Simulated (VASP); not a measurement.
Pd:

```
Pd
1.0
     0.00000    1.98468    1.98468
     1.98468    0.00000    1.98468
     1.98468    1.98468    0.00000
Pd
1
Direct
  0.00000 0.00000 0.00000
```

Program: VASP 6.6.1. Alike in all runs: task single point; cell as given; k mesh 12 × 12 × 12; cutoff (eV) 520; smearing fermi-dirac 0.05 eV.

Question: Order these runs on this cell by their pressure, lowest first.
A. level revPBE; potentials or basis VASP PAW PBE potentials, release 64 (Pd); spin off
B. level revPBE+D3(BJ); potentials or basis VASP PAW PBE potentials, release 64 (Pd); spin off
C. level LDA; potentials or basis VASP PAW LDA potentials, release 64 (Pd); spin non-collinear, zero start, SOC
D. level BLYP+D4; potentials or basis VASP PAW PBE potentials, release 64 (Pd); spin off
E. level r2SCAN+D4; potentials or basis VASP PAW PBE potentials, release 64 (Pd); spin off

Answer: C (-17.1 GPa), B (-13.2 GPa), E (-8.7 GPa), D (-2.3 GPa), A (-0.4 GPa).

Caveats: the PAW data sets were made with another functional, which shifts forces and pressure a little (some runs); pairwise dispersion overbinds metals, which lowers pressure and volume (some runs).
